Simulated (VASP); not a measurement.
A run of VASP 6.6.1 is set up as follows.

File INCAR:

```
PREC = Accurate ; ENCUT = 520
EDIFF = 1E-8 ; ISMEAR = -1
SIGMA = 0.02 ; LREAL = Auto
LASPH = True ; NELM = 60
ALGO = Normal ; ISIF = 2
LWAVE = False ; LCHARG = False
GGA = PE ; LEFG = True
NBANDS = 112 ; KPAR = 4
```

The input KPOINTS:

```
regular mesh
0
Gamma
  3 7 3
```

The input POSCAR:

```
Bi2S3
1.0
   11.3540000000      0.0000000000      0.0000000000
    0.0000000000      3.9911000000      0.0000000000
    0.0000000000      0.0000000000     11.1880000000
Bi S
8 12
Direct
    0.4833000000      0.2500000000      0.3256000000
    0.0167000000      0.7500000000      0.8256000000
    0.9833000000      0.2500000000      0.1744000000
    0.5167000000      0.7500000000      0.6744000000
    0.3408000000      0.7500000000      0.0341000000
    0.1592000000      0.2500000000      0.5341000000
    0.8408000000      0.7500000000      0.4659000000
    0.6592000000      0.2500000000      0.9659000000
    0.2829000000      0.2500000000      0.1920000000
    0.2171000000      0.7500000000      0.6920000000
    0.7829000000      0.2500000000      0.3080000000
    0.7171000000      0.7500000000      0.8080000000
    0.5492000000      0.7500000000      0.1287000000
    0.9508000000      0.2500000000      0.6287000000
    0.0492000000      0.7500000000      0.3713000000
    0.4508000000      0.2500000000      0.8713000000
    0.3752000000      0.7500000000      0.4425000000
    0.1248000000      0.2500000000      0.9425000000
    0.8752000000      0.7500000000      0.0575000000
    0.6248000000      0.2500000000      0.5575000000
```

Potentials or basis: VASP PAW PBE potentials, release 64 (Bi_d, S).

The run is started by

```sh
$ cat potpaw_PBE.64/Bi_d/POTCAR potpaw_PBE.64/S/POTCAR > POTCAR
$ mpirun -np 4 vasp_std > vasp.out
```

Problem. Estimate the pressure.

Solution. 1.5 GPa.

Problem. Estimate the band gap on the k mesh.

Solution. 1.39 eV (least direct gap 1.50 eV).

Forces on the atoms (eV/Å):
```
Bi   0.065  0.000 -0.027
Bi  -0.065  0.000 -0.027
Bi   0.065  0.000  0.027
Bi  -0.065  0.000  0.027
Bi  -0.160  0.000 -0.142
Bi   0.160  0.000 -0.142
Bi  -0.160  0.000  0.142
Bi   0.160  0.000  0.142
S    0.045  0.000  0.063
S   -0.045  0.000  0.063
S    0.045  0.000 -0.063
S   -0.045  0.000 -0.063
S    0.137  0.000  0.129
S   -0.137  0.000  0.129
S    0.137  0.000 -0.129
S   -0.137  0.000 -0.129
S    0.065  0.000  0.091
S   -0.065  0.000  0.091
S    0.065  0.000 -0.091
S   -0.065  0.000 -0.091
```

Caveat: without QUAD_EFG the Cq values of the log hold for a quadrupole moment of 1 mb, not for the nuclei; spin-orbit coupling is left out, which moves the levels of the heavy elements. As with any semilocal functional, this PBE gap is likely too small.
